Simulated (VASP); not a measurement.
A run of VASP 6.6.1 is set up as follows.

File INCAR:

```
PREC = Accurate
ENCUT = 600
EDIFF = 1E-7
ISMEAR = -1
SIGMA = 0.05
LREAL = F
LASPH = T
NELM = 60
ALGO = Normal
ISIF = 3
LWAVE = F
LCHARG = F
GGA = RP
IBRION = 2
NSW = 60
EDIFFG = -0.01
```

KPOINTS

```
Automatic mesh
0
Gamma
  8 8 3
```

POSCAR

```
ZnS
1.0
    3.8227000000      0.0000000000      0.0000000000
   -1.9113500000      3.3105553110      0.0000000000
    0.0000000000      0.0000000000     12.5200000000
Zn S
4 4
Direct
    0.6666666667      0.3333333333      0.7500000000
    0.3333333333      0.6666666667      0.2500000000
    0.0000000000      0.0000000000      0.5000000000
    0.0000000000      0.0000000000      0.0000000000
    0.6666666667      0.3333333333      0.9375000000
    0.3333333333      0.6666666667      0.4375000000
    0.0000000000      0.0000000000      0.6875000000
    0.0000000000      0.0000000000      0.1875000000
```

Potentials or basis: VASP PAW PBE potentials, release 64 (Zn, S).

Command:

```sh
$ cat potpaw_PBE.64/Zn/POTCAR potpaw_PBE.64/S/POTCAR > POTCAR
$ mpirun -np 1 vasp_std > vasp.out
```

Predict the relaxed cell.

a = 3.898 Å, b = 3.898 Å, c = 12.754 Å, α = 90.00°, β = 90.00°, γ = 120.00°.

Predict the space group after relaxing (to 0.1 Å).

P6_3mc (No. 186).

Estimate the band gap on the k mesh.

2.05 eV.

What does it give for the relaxed volume?

20.97 Å³/atom.

Final structure:
```
Zn S
1.0
     3.89774    0.00000    0.00000
    -1.94887    3.37554    0.00000
     0.00000    0.00000   12.75366
Zn S
4 4
Cartesian
  1.9489 1.1252 9.5656
  0.0000 2.2504 3.1888
  0.0000 0.0000 6.3775
  0.0000 0.0000 0.0007
  1.9489 1.1252 11.9576
  0.0000 2.2504 5.5808
  0.0000 0.0000 8.7660
  0.0000 0.0000 2.3892
```

Caveat: the PAW data sets were made with another functional, which shifts forces and pressure a little. A k mesh can miss the band edges.
